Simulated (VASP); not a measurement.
Input of a VASP 6.6.1 run:

File INCAR:

```
SYSTEM = C
ALGO     = Normal         ! electronic algorithm
EDIFF    = 1E-6           ! SCF threshold, eV
ENCUT    = 600            ! plane-wave cutoff, eV
GGA      = PS             ! functional
GGA_COMPAT= .False.      
ISIF     = 2              ! what is computed and relaxed
ISMEAR   = -1             ! smearing method
LASPH    = .True.         ! aspherical terms in the spheres
LCHARG   = .False.        ! write CHGCAR
LREAL    = .False.        ! projectors in reciprocal space
LWAVE    = .False.        ! write WAVECAR
NBANDS   = 11             ! bands
NELM     = 120            ! most SCF steps
PREC     = Accurate       ! precision mode
SIGMA    = 0.15           ! smearing width, eV
```

KPOINTS

```
k-points
0
Gamma
  14 14 14
  0 0 0
```

The input POSCAR:

```
C
1.0
    1.2381781679      0.7148625023      3.3746739561
   -1.2381781679      0.7148625023      3.3746739561
    0.0000000000     -1.4297249944      3.3746739561
C
2
Direct
    0.8360000000      0.8360000000      0.8360000000
    0.1640000000      0.1640000000      0.1640000000
```

Potentials or basis: VASP PAW PBE potentials, release 64 (C).

Launch:

```console
$ cat potpaw_PBE.64/C/POTCAR > POTCAR
$ mpirun -np 1 vasp_std > vasp.out
```

(1) Predict the largest force.

(2) What does it give for the band gap on the k mesh?

(3) Predict the pressure.

Answers

(1) 0.880 eV/Å.

(2) 0.55 eV, direct.

(3) -5.3 GPa.

Caveat: the PAW data sets were made with another functional, which shifts forces and pressure a little.
